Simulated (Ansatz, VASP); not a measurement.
One calculation of SiGe2, two programs

```
Si Ge
1.0
    -2.50558    2.55950    4.19877
     2.50558   -2.55950    4.19877
     2.50558    2.55950   -4.19877
Si Ge
2 4
Cartesian
  0.0000 1.2798 5.9457
  2.5056 1.2798 -1.7469
  0.0000 1.2798 3.1259
  0.0000 1.2798 0.2197
  2.5056 1.2798 3.9791
  2.5056 1.2798 1.0728
```

Alike in both runs: functional PBE; k mesh 10 × 10 × 10; occupations gaussian, width 0.1 eV; no spin polarisation.

Ansatz relaxed the structure, and its values are those at the end. VASP's run is a single point on that final structure, the one shown.

```csv
,VASP,Ansatz
version,VASP 6.6.1,Ansatz 0.2.0
potentials or method,"VASP PAW PBE potentials, release 64 (Si, Ge_d), cutoff 520 eV","scalar-relativistic, plane waves, PAW"
valence electrons in the cell,64,64
```

```tsv
	VASP	Ansatz	Ansatz less VASP
gap on the k mesh at the Fermi level (eV)	none	none	-
pressure (GPa)	0.0	0.0	-0.01
```

A gap of «none» marks a metal or a gap that the smearing closes.
